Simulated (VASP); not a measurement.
Here is a VASP 6.6.1 calculation.

INCAR

```
SYSTEM = Zr
PREC = Accurate ; ENCUT = 520
EDIFF = 1E-6 ; ISMEAR = -1
SIGMA = 0.05 ; LREAL = .FALSE.
LASPH = .TRUE. ; NELM = 80
ALGO = Normal ; ISIF = 2
LWAVE = .FALSE. ; LCHARG = .FALSE.
GGA = PE ; NBANDS = 12
```

The input KPOINTS:

```
regular mesh
0
G
  10 10 10
  0 0 0
```

File POSCAR:

```
Zr
1.0
   -1.8338185209      1.8338185209      1.8338185209
    1.8338185209     -1.8338185209      1.8338185209
    1.8338185209      1.8338185209     -1.8338185209
Zr
1
Direct
    0.0000000000      0.0000000000      0.0000000000
```

Potentials or basis: VASP PAW PBE potentials, release 64 (Zr_sv).

Launch:

```console
$ cat potpaw_PBE.64/Zr_sv/POTCAR > POTCAR
$ mpirun -np 1 vasp_std > vasp.out
```

(1) Estimate the band gap on the k mesh.

(2) What does it give for the pressure?

Answers

(1) zero (band 6 reaches 9.18 eV, above the bottom of band 7 at 7.41 eV).

(2) -6.1 GPa.
